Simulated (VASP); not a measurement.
# W in VASP: notebook

The runs below take W through electric field gradients, with PBE.

All numbers are computed with VASP 6.6.1; they aren't measurements. Logs are shortened: lines on timing, memory, paths and dates and some standing lists are left out, and cuts for length are marked.

## (1) The cell of the first run

Symmetry: Fm-3m, No. 225, cubic system. Conventional cell: a = 4.046 Å, b = 4.046 Å, c = 4.046 Å, α = 90.00°, β = 90.00°, γ = 90.00°. W (site symmetry m-3m) has 12 W at 2.86 Å within 3.8 Å.

## (2) Electric field gradients, PBE (volume scaled by 0.99)

The input, INCAR:

```
SYSTEM = W
PREC = Accurate
ENCUT = 520
EDIFF = 1E-8
ISMEAR = -1
SIGMA = 0.05
LREAL = .FALSE.
LASPH = .TRUE.
NELM = 80
ALGO = Normal
ISIF = 2
LWAVE = .FALSE.
LCHARG = .FALSE.
GGA = PE
LEFG = .TRUE.
NBANDS = 13
```

The input, KPOINTS:

```
Automatic mesh
0
G
  14 14 14
  0 0 0
```

The input, POSCAR:

```
W
1.0
    0.0000000000      2.0232106516      2.0232106516
    2.0232106516      0.0000000000      2.0232106516
    2.0232106516      2.0232106516      0.0000000000
W
1
Direct
    0.0000000000      0.0000000000      0.0000000000
```

Potentials or basis: VASP PAW PBE potentials, release 64 (W_sv).

On the command line:

```bash
> cat potpaw_PBE.64/W_sv/POTCAR > POTCAR
> mpirun -np 1 vasp_std > vasp.out
```

OUTCAR:

```text
SYSTEM = W
   PREC = Accurate
   ENCUT = 520
   EDIFF = 1E-8
   ISMEAR = -1
   LREAL = .FALSE.
   LASPH = .TRUE.
   NELM = 80
   ISIF = 2
   GGA = PE

 ion  position               nearest neighbor table
   1  0.000  0.000  0.000-

  LATTYP: Found a face centered cubic cell.
 ALAT       =     4.0464213032

  Lattice vectors:

 A1 = (   0.0000000000,   2.0232106516,   2.0232106516)
 A2 = (   2.0232106516,   0.0000000000,   2.0232106516)
 A3 = (   2.0232106516,   2.0232106516,   0.0000000000)

Analysis of symmetry for initial positions (statically):
=====================================================================
 Subroutine PRICEL returns:
 Original cell was already a primitive cell.

 Routine SETGRP: Setting up the symmetry group for a
 face centered cubic supercell.

 Subroutine GETGRP returns: Found 48 space group operations
 (whereof 48 operations were pure point group operations)
 out of a pool of 48 trial point group operations.

The static configuration has the point symmetry O_h .

Analysis of symmetry for dynamics (positions and initial velocities):
=====================================================================
 Subroutine PRICEL returns:
 Original cell was already a primitive cell.

 Routine SETGRP: Setting up the symmetry group for a
 face centered cubic supercell.

 Subroutine GETGRP returns: Found 48 space group operations
 (whereof 48 operations were pure point group operations)
 out of a pool of 48 trial point group operations.

The dynamic configuration has the point symmetry O_h .

 Subroutine INISYM returns: Found 48 space group operations
 (whereof 48 operations are pure point group operations),
 and found     1 'primitive' translations

----------------------------------------------------------------------------------------

                                     Primitive cell

  volume of cell :      16.5635

  direct lattice vectors                    reciprocal lattice vectors
     0.000000000  2.023210652  2.023210652    -0.247131953  0.247131953  0.247131953
     2.023210652  0.000000000  2.023210652     0.247131953 -0.247131953  0.247131953
     2.023210652  2.023210652  0.000000000     0.247131953  0.247131953 -0.247131953

  length of vectors
     2.861251943  2.861251943  2.861251943     0.428045099  0.428045099  0.428045099

  position of ions in fractional coordinates (direct lattice)
     0.000000000  0.000000000  0.000000000

  ion indices of the primitive-cell ions
   primitive index   ion index
                 1           1

----------------------------------------------------------------------------------------

 KPOINTS: Automatic mesh

Automatic generation of k-mesh.
 Grid dimensions read from file:
 generate k-points for:   14   14   14

 Generating k-lattice:

  Cartesian coordinates                     Fractional coordinates (reciprocal lattice)
    -0.017652282  0.017652282  0.017652282     0.071428571  0.000000000  0.000000000
     0.017652282 -0.017652282  0.017652282     0.000000000  0.071428571  0.000000000
     0.017652282  0.017652282 -0.017652282     0.000000000  0.000000000  0.071428571

  Length of vectors
     0.030574650  0.030574650  0.030574650

  Shift w.r.t. Gamma in fractional coordinates (k-lattice)
     0.000000000  0.000000000  0.000000000

 Subroutine IBZKPT returns following result:
 ===========================================

 Found    104 irreducible k-points:

 Following reciprocal coordinates:
            Coordinates               Weight
  0.000000  0.000000  0.000000      1.000000
  0.071429  0.000000  0.000000      8.000000
  0.142857  0.000000  0.000000      8.000000
  0.214286  0.000000  0.000000      8.000000
  0.285714  0.000000  0.000000      8.000000
  0.357143  0.000000  0.000000      8.000000
[... 16 lines left out ...]
  0.214286  0.142857  0.000000     24.000000
  0.285714  0.142857  0.000000     24.000000
 [... further k-points ...]
   k-points           NKPTS =    104   k-points in BZ     NKDIM =    104   number of bands    NBANDS=     13
   number of dos      NEDOS =    301   number of ions     NIONS =      1
   total plane-waves  NPLWV =  13824
   dimension x,y,z NGX =    24 NGY =   24 NGZ =   24
   dimension x,y,z NGXF=    48 NGYF=   48 NGZF=   48
   ions per type =               1
   NGX,Y,Z   is equivalent  to a cutoff of  13.94, 13.94, 13.94 a.u.
   NGXF,Y,Z  is equivalent  to a cutoff of  27.89, 27.89, 27.89 a.u.
 SYSTEM =  W
   PREC   = accura    normal or accurate (medium, high low for compatibility)
   ISTART =      0    job   : 0-new  1-cont  2-samecut
   ICHARG =      2    charge: 1-file 2-atom 10-const
   ISPIN  =      1    spin polarized calculation?
   LNONCOLLINEAR =      F non collinear calculations
   LSORBIT =      F    spin-orbit coupling
   LASPH  =      T    aspherical Exc in radial PAW
   ENCUT  =  520.0 eV  38.22 Ry    6.18 a.u.   5.32  5.32  5.32*2*pi/ulx,y,z
   NELM   =     80;   NELMIN=  2; NELMDL= -5     # of ELM steps
   EDIFF  = 0.1E-07   stopping-criterion for ELM
   LREAL  =      F    real-space projection
   EDIFFG = 0.1E-06   stopping-criterion for IOM
   NSW    =      0    number of steps for IOM
   IBRION =     -1    ionic relax: 0-MD 1-quasi-New 2-CG
   NFREE  =      0    steps in history (QN), initial steepest desc. (CG)
   ISIF   =      2    stress and relaxation
   ISYM   =      2    0-nonsym 1-usesym 2-fastsym
   POTIM  = 0.5000    time-step for ionic-motion
   TEBEG  =    0.0;   TEEND  =   0.0 temperature during run
   PSTRESS=    0.0 pullay stress
   NELECT =      14.0000    total number of electrons
   NUPDOWN=      -1.0000    fix difference up-down
   EMIN   =  10.00;   EMAX   =-10.00  energy-range for DOS
   EFERMI =   0.00;   METHOD = LEGACY
   ISMEAR =    -1;   SIGMA  =   0.05  broadening in eV -4-tet -1-fermi 0-gaus
   EFERMI_NEDOS =   21; number of points for ismear=-14 and -15
   IALGO  =     38    algorithm
   IMIX   =      4    mixing-type and parameters
     AMIX     =   0.40;   BMIX     =  1.00
     AMIX_MAG =   1.60;   BMIX_MAG =  1.00
  volume/ion in A,a.u.               =      16.56       111.78
  Fermi-wavevector in a.u.,A,eV,Ry     =   1.547865  2.925041 32.598008  2.395886
  Thomas-Fermi vector in A             =   2.652897
   LORBIT       =      0    0 simple, 1 ext, 2 COOP (PROOUT), +10 PAW based schemes
   GGA     = PE    functional components
   LHFCALC =     F    Hartree Fock is set to
   AEXX    =    0.0000 exact exchange contribution
   IVDW    =     0    specifies the selected vdW correction
   LEPSILON=     F    determine dielectric tensor
   LRPA    =     F    only Hartree local field effects (RPA)
 non-spin polarized calculation
  energy-cutoff  :      520.00
  volume of cell :       16.56
 maximum number of plane-waves:       459
 NGX is ok and might be reduce to    24
   NGX = 11   NGY = 11   NGZ = 11

 number of electron      14.0000002 magnetization

 Free energy of the ion-electron system (eV)
  ---------------------------------------------------
  ext. energy  EPLUGINS =         0.00000000
  ---------------------------------------------------
  free energy    TOTEN  =       -12.47698285 eV

  energy without entropy =      -12.46648780  energy(sigma->0) =      -12.47173533

 E-fermi :  10.3468     XC(G=0): -13.3841

 val. band max:       10.3392645460   @ k =   0.2143   0.0714   0.0000
 cond. band min:      10.3564490381   @ k =  -0.1429   0.0714   0.0000
 fundamental gap:      0.0171844922
 Fermi energy:        10.3467910014

 k-point     1 :       0.0000    0.0000    0.0000
  band No.  band energies     occupation
      1     -63.3287      2.00000
      2     -26.9710      2.00000
      3     -26.9710      2.00000
      4     -26.9710      2.00000
      5       1.4187      2.00000
      6       9.8167      1.99995
      7       9.8167      1.99995
      8       9.8167      1.99995
      9      12.9007      0.00000
     10      12.9007      0.00000
     11      23.1371      0.00000
     12      28.3104      0.00000
     13      28.3104      0.00000

 k-point     2 :       0.0714    0.0000    0.0000
  band No.  band energies     occupation
      1     -63.3237      2.00000
      2     -27.0297      2.00000
      3     -26.9785      2.00000
      4     -26.9785      2.00000
      5       1.6399      2.00000
      6       9.6469      2.00000
      7       9.9193      1.99961
      8       9.9193      1.99961
      9      12.8081      0.00000
     10      12.8081      0.00000
     11      23.5795      0.00000
[... 339 lines left out ...]
 k-point    24 :       0.2857    0.1429    0.0000
  band No.  band energies     occupation
      1     -63.2683      2.00000
      2     -27.5361      2.00000
      3     -27.1241      2.00000
      4     -27.1127      2.00000
      5       4.1238      2.00000
      6       8.1002      2.00000
      7      10.0126      1.99750
      8      10.9646      0.00001
      9      12.3197      0.00000
     10      13.9396      0.00000
     11      24.9083      0.00000
     12      27.8414      0.00000
     13      30.0541      0.00000

 [... further k-points ...]
[... 5 lines left out ...]
  --------------------------------------------------------------------------------------
  -------------------------------------------------------------------------------------
  Total       -0.1536590     -0.1536590     -0.1536590      0.0000000      0.0000000      0.0000000
  in kB      -14.8633060    -14.8633060    -14.8633060      0.0000000      0.0000000      0.0000000
  external PRESSURE =     -14.8633060 kB  Pullay stress =       0.0000000 kB

 VOLUME and BASIS-vectors are now :
 -----------------------------------------------------------------------------
  energy-cutoff  :      520.00
  volume of cell :       16.56
      direct lattice vectors                 reciprocal lattice vectors
     0.000000000  2.023210652  2.023210652    -0.247131953  0.247131953  0.247131953
     2.023210652  0.000000000  2.023210652     0.247131953 -0.247131953  0.247131953
     2.023210652  2.023210652  0.000000000     0.247131953  0.247131953 -0.247131953

 POSITION                                       TOTAL-FORCE (eV/Angst)
 -----------------------------------------------------------------------------------
      0.00000      0.00000      0.00000         0.000000     -0.000000     -0.000000
 -----------------------------------------------------------------------------------
    total drift:                                0.000000      0.000000      0.000000

  FREE ENERGIE OF THE ION-ELECTRON SYSTEM (eV)
  ---------------------------------------------------
  free  energy   TOTEN  =       -12.4769828530 eV

  energy  without entropy=      -12.4664878019  energy(sigma->0) =      -12.47173533

 Electric field gradients (V/A^2)
---------------------------------------------------------------------
 ion       V_xx      V_yy      V_zz      V_xy      V_xz      V_yz
---------------------------------------------------------------------
   1      -0.000     0.000    -0.000    -0.000    -0.000    -0.000
---------------------------------------------------------------------

 Electric field gradients after diagonalization (V/A^2)
 (convention: |V_zz| > |V_xx| > |V_yy|)
----------------------------------------------------------------------
 ion       V_xx      V_yy      V_zz     asymmetry (V_yy - V_xx)/ V_zz
----------------------------------------------------------------------
   1       0.000     0.000    -0.000       0.000
----------------------------------------------------------------------

           NMR quadrupolar parameters

 Cq : quadrupolar parameter    Cq=e*Q*V_zz/h
 eta: asymmetry parameters     (V_yy - V_xx)/ V_zz
 Q  : nuclear electric quadrupole moment in mb (millibarn)
----------------------------------------------------------------------
 ion       Cq(MHz)       eta       Q (mb)
----------------------------------------------------------------------
   1      -0.000       0.000       1.000
----------------------------------------------------------------------
```

Wall time 22 s (1 thread of Intel Xeon Platinum 8259CL at 2.50GHz (Skylake/Cascade Lake), shared host); peak memory 0.15 GiB.

What came out:

```yaml
Free_energy: -12.4770 eV
Pressure: -1.5 GPa
Band_gap_on_the_k_mesh: zero (band 7 reaches 13.36 eV, above the bottom of band 8 at 9.82 eV)
```

Caveat: without QUAD_EFG the Cq values of the log hold for a quadrupole moment of 1 mb, not for the nuclei; spin-orbit coupling is left out, which moves the levels of the heavy elements.

## (3) Electric field gradients, PBE (volume scaled by 1.02)

The input, INCAR:

```
PREC = Accurate
ENCUT = 520
EDIFF = 1E-8
ISMEAR = -1
SIGMA = 0.05
LREAL = F
LASPH = T
NELM = 60
ALGO = Normal
ISIF = 2
LWAVE = F
LCHARG = F
GGA = PE
LEFG = T
NBANDS = 13
```

The input, KPOINTS:

```
regular mesh
0
Gamma
  14 14 14
```

The input, POSCAR:

```
W
1.0
    0.0000000000      2.0434441004      2.0434441004
    2.0434441004      0.0000000000      2.0434441004
    2.0434441004      2.0434441004      0.0000000000
W
1
Direct
    0.0000000000      0.0000000000      0.0000000000
```

Potentials or basis: VASP PAW PBE potentials, release 64 (W_sv).

On the command line:

```bash
> cat potpaw_PBE.64/W_sv/POTCAR > POTCAR
> mpirun -np 1 vasp_std > vasp.out
```

OUTCAR:

```text
PREC = Accurate
   ENCUT = 520
   EDIFF = 1E-8
   ISMEAR = -1
   LREAL = F
   LASPH = T
   NELM = 60
   ISIF = 2
   GGA = PE

 ion  position               nearest neighbor table
   1  0.000  0.000  0.000-

  LATTYP: Found a face centered cubic cell.
 ALAT       =     4.0868882008

  Lattice vectors:

 A1 = (   0.0000000000,   2.0434441004,   2.0434441004)
 A2 = (   2.0434441004,   0.0000000000,   2.0434441004)
 A3 = (   2.0434441004,   2.0434441004,   0.0000000000)

Analysis of symmetry for initial positions (statically):
=====================================================================
 Subroutine PRICEL returns:
 Original cell was already a primitive cell.

 Routine SETGRP: Setting up the symmetry group for a
 face centered cubic supercell.

 Subroutine GETGRP returns: Found 48 space group operations
[... 564 lines left out ...]
  external PRESSURE =     -93.3377771 kB  Pullay stress =       0.0000000 kB

 VOLUME and BASIS-vectors are now :
 -----------------------------------------------------------------------------
  energy-cutoff  :      520.00
  volume of cell :       17.07
      direct lattice vectors                 reciprocal lattice vectors
     0.000000000  2.043444100  2.043444100    -0.244684941  0.244684941  0.244684941
     2.043444100  0.000000000  2.043444100     0.244684941 -0.244684941  0.244684941
     2.043444100  2.043444100  0.000000000     0.244684941  0.244684941 -0.244684941

 POSITION                                       TOTAL-FORCE (eV/Angst)
 -----------------------------------------------------------------------------------
      0.00000      0.00000      0.00000         0.000000      0.000000      0.000000
 -----------------------------------------------------------------------------------
    total drift:                               -0.000000      0.000000     -0.000000

  FREE ENERGIE OF THE ION-ELECTRON SYSTEM (eV)
  ---------------------------------------------------
  free  energy   TOTEN  =       -12.4599614016 eV

  energy  without entropy=      -12.4488738788  energy(sigma->0) =      -12.45441764

 Electric field gradients (V/A^2)
---------------------------------------------------------------------
 ion       V_xx      V_yy      V_zz      V_xy      V_xz      V_yz
---------------------------------------------------------------------
   1       0.000    -0.000     0.000    -0.000    -0.000    -0.000
---------------------------------------------------------------------

 Electric field gradients after diagonalization (V/A^2)
 (convention: |V_zz| > |V_xx| > |V_yy|)
----------------------------------------------------------------------
 ion       V_xx      V_yy      V_zz     asymmetry (V_yy - V_xx)/ V_zz
----------------------------------------------------------------------
   1       0.000     0.000    -0.001       0.000
----------------------------------------------------------------------

           NMR quadrupolar parameters

 Cq : quadrupolar parameter    Cq=e*Q*V_zz/h
 eta: asymmetry parameters     (V_yy - V_xx)/ V_zz
 Q  : nuclear electric quadrupole moment in mb (millibarn)
----------------------------------------------------------------------
 ion       Cq(MHz)       eta       Q (mb)
----------------------------------------------------------------------
   1      -0.000       0.000       1.000
----------------------------------------------------------------------
```

OSZICAR:

```text
N       E                     dE             d eps       ncg     rms          rms(c)
DAV:   1     0.835379692661E+02    0.83538E+02   -0.73312E+03  2720   0.121E+03
DAV:   2    -0.114693477132E+02   -0.95007E+02   -0.91569E+02  3029   0.313E+02
DAV:   3    -0.131141295703E+02   -0.16448E+01   -0.16368E+01  2979   0.396E+01
DAV:   4    -0.131214585223E+02   -0.73290E-02   -0.73276E-02  3029   0.292E+00
DAV:   5    -0.131215277177E+02   -0.69195E-04   -0.69195E-04  2969   0.268E-01    0.177E+01
DAV:   6    -0.125904795670E+02    0.53105E+00   -0.47202E-01  2879   0.897E+00    0.657E+00
DAV:   7    -0.124642303217E+02    0.12625E+00   -0.21683E-01  3014   0.572E+00    0.657E-01
DAV:   8    -0.124601000831E+02    0.41302E-02   -0.41656E-03  2719   0.837E-01    0.978E-02
DAV:   9    -0.124599612042E+02    0.13888E-03   -0.16761E-04  3099   0.149E-01    0.350E-02
DAV:  10    -0.124599609364E+02    0.26776E-06   -0.13096E-05  2874   0.457E-02    0.271E-03
DAV:  11    -0.124599615464E+02   -0.61001E-06   -0.24633E-07  2914   0.600E-03    0.498E-04
DAV:  12    -0.124599613815E+02    0.16494E-06   -0.48108E-09  2187   0.915E-04    0.644E-05
DAV:  13    -0.124599614003E+02   -0.18841E-07   -0.50243E-10  1477   0.308E-04    0.256E-05
DAV:  14    -0.124599614016E+02   -0.12990E-08   -0.80479E-11  1402   0.131E-04
   1 F= -.12459961E+02 E0= -.12454418E+02  d E =-.110875E-01
```

Run time: 20 s. Hardware: 1 thread of Intel Xeon Platinum 8259CL at 2.50GHz (Skylake/Cascade Lake), shared host; peak memory 0.15 GiB.

What came out:

```
Free energy            : -12.4600 eV
Pressure               : -9.3 GPa
Band gap on the k mesh : zero (band 7 reaches 12.80 eV, above the bottom of band 8 at 9.45 eV)
```

Caveat: without QUAD_EFG the Cq values of the log hold for a quadrupole moment of 1 mb, not for the nuclei; spin-orbit coupling is left out, which moves the levels of the heavy elements.

[end of part 1 of 3]
